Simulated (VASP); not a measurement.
## K: single point with BLYP

Crystal: K.

```
CELL_PARAMETERS angstrom
7.41616 0.00000 0.00000
-3.70808 6.42258 0.00000
0.00000 0.00000 4.43768
ATOMIC_POSITIONS crystal
K 0.00000 0.00000 0.00000
K 0.33333 0.66667 0.50000
K 0.66667 0.33333 0.50000
```

This isn't the form of K at room conditions, which is bcc.

* Program: VASP 6.6.1
* Task: single point
* Functional: BLYP
* Potentials or basis: VASP PAW PBE potentials, release 64 (K_sv)
* Cutoff: 520 eV
* k mesh: 6 × 6 × 8
* Occupations: fermi-dirac, width 0.1 eV
* Spin: no spin polarisation

```yaml
Pressure: 0.3 GPa
Band_gap_on_the_k_mesh: zero (an odd number of electrons rules out a gap without spin polarisation)
```

Levels at points of the mesh, in eV from the Fermi level:
```tsv
k point	band 11	band 12	band 13	band 14	band 15	band 16
(0.00, 0.00, 0.00)	-15.77	-15.75	-2.23	1.20	1.20	1.22
(0.50, 0.00, 0.00)	-15.77	-15.75	-1.21	-1.21	0.34	0.75
(0.00, 0.00, 0.50)	-15.77	-15.77	-0.31	-0.09	1.76	1.76
(0.50, 0.00, 0.50)	-15.77	-15.77	0.46	0.50	0.75	0.76
```

It took 4.1 min on 1 thread of Oxide Virtual Turin-like Processor, with other jobs on the host, peak memory 0.33 GiB.

Caveat: the PAW data sets were made with another functional, which shifts forces and pressure a little.
